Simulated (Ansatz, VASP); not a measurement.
Cd3Hg2S5 in VASP and in Ansatz

```
Cd Hg S
1.0
    -2.10757    2.10757   14.87809
     2.10757   -2.10757   14.87809
     2.10757    2.10757  -14.87809
Cd Hg S
3 2 5
Direct
  0.90129 0.90129 0.00000
  0.50000 0.50000 0.00000
  0.09871 0.09871 0.00000
  0.69899 0.69899 0.00000
  0.30101 0.30101 0.00000
  0.35197 0.85197 0.50000
  0.95063 0.45063 0.50000
  0.54937 0.04937 0.50000
  0.14803 0.64803 0.50000
  0.75000 0.25000 0.50000
```

Alike in both runs: functional PBE; k mesh 6 × 6 × 6; occupations gaussian, width 0.1 eV; no spin polarisation.

Ansatz relaxed the structure, and its values are those at the end. VASP's run is a single point on that final structure, the one shown.

|  | VASP | Ansatz |
| --- | --- | --- |
| version | VASP 6.6.1 | Ansatz 0.2.0 |
| potentials or method | VASP PAW PBE potentials, release 64 (Cd, Hg, S), cutoff 500 eV | scalar-relativistic, plane waves, PAW |
| valence electrons in the cell | 90 | 130 |

|  | VASP | Ansatz | Ansatz less VASP |
| --- | --- | --- | --- |
| gap on the k mesh at the Fermi level (eV) | 0.31 | 0.31 | 0.000 |
| least direct gap on the mesh (eV) | 0.31 | 0.31 | 0.000 |
| pressure (GPa) | 0.1 | -0.1 | -0.26 |
| rms of the force components (eV/Å) | 0.008 | 0.008 | -0.0004 |

VASP's potentials hold 90 valence electrons a cell and Ansatz's 130, so a difference there can come from the potentials and not from the codes.

Spin-orbit coupling is off throughout.
